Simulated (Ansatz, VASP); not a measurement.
# BN in VASP and in Ansatz

File POSCAR:

```
BN
1.0
    0.0000000000      1.8044216300      1.8044216300
    1.8044216300      0.0000000000      1.8044216300
    1.8044216300      1.8044216300      0.0000000000
B N
1 1
Direct
    0.0000000000      0.0000000000      0.0000000000
    0.2500000000      0.2500000000      0.2500000000
```

The input INCAR.step1:

```
SYSTEM = BN
PREC = Accurate ; ENCUT = 910
ISMEAR = -1 ; SIGMA = 0.02
LREAL = .FALSE. ; LASPH = .TRUE.
NELM = 120 ; NBANDS = 11
GGA = PE ; ALGO = Normal
EDIFF = 1E-5 ; LWAVE = .TRUE.
LCHARG = .FALSE. ; GGA_COMPAT = .FALSE.
```

File INCAR.step2:

```
SYSTEM = BN
PREC = Accurate ; ENCUT = 910
EDIFF = 1E-6 ; ISMEAR = -1
SIGMA = 0.02 ; LREAL = .FALSE.
LASPH = .TRUE. ; NELM = 120
ALGO = Normal ; ISIF = 2
LWAVE = .FALSE. ; LCHARG = .FALSE.
METAGGA = R2SCAN ; LMIXTAU = .TRUE.
NBANDS = 11 ; ISTART = 1
GGA_COMPAT = .FALSE.
```

The input KPOINTS:

```
Automatic mesh
0
G
  14 14 14
  0 0 0
```

Input for Ansatz:

```yaml
crystal:
  lattice:
    - [0.0, 1.80442163, 1.80442163]
    - [1.80442163, 0.0, 1.80442163]
    - [1.80442163, 1.80442163, 0.0]
  atoms:
    - { symbol: B, position: [0.0, 0.0, 0.0] }
    - { symbol: "N", position: [0.25, 0.25, 0.25] }
  symmetry: { tolerance: 0.0003 }
hamiltonian:
  xc: r2scan
  pseudopotentials: { kind: paw, azcp: { folder: soft_1 } }
basis:
  ecutwfc: 500
magnetization:
  spin_polarized: false
scf:
  occupations: { method: fermi_dirac, width: 0.02 }
kpoints:
  mp_grid: { grid: [14, 14, 14], shift: [0, 0, 0] }
  band_path:
    path:
      - [0.0, 0.0, 0.0]
      - [-0.5, -0.5, 0.0]
      - [-0.375, -0.375, 0.25]
      - [-0.375, 0.0, 0.375]
      - [0.0, 0.0, 0.0]
      - [0.0, 0.0, 0.5]
      - [-0.5, -0.25, 0.25]
      - [-0.5, -0.5, 0.0]
    npoints: 15
output:
  forces: true
  stress: true
  eigenvalues: true
  bader: true
  populations: true
  elf: true
  write_potential: true
  write_density: true
  volumetric_format: npy
  dos:
    e_range: [-12, 8]
    de: 0.05
    projected: { site_lists: { B: [B], "N": ["N"] } }
```

Alike in both runs: task single point; functional r2SCAN; k mesh 14 × 14 × 14; occupations fermi-dirac, width 0.02 eV; no spin polarisation.

|  | VASP | Ansatz |
| --- | --- | --- |
| version | VASP 6.6.1 | Ansatz 0.2.0 |
| potentials or method | VASP PAW PBE potentials, release 64 (B_h, N_h), cutoff 910 eV | PAW plane waves |
| valence electrons in the cell | 8 | 8 |

```tsv
	VASP	Ansatz	Ansatz less VASP
gap on the k mesh at the Fermi level (eV)	5.00	4.99	-0.004
```

VASP's potentials were made for PBE, not for r2SCAN.

Noted on VASP's run: the cutoff is short for stress, so the pressure is rough.
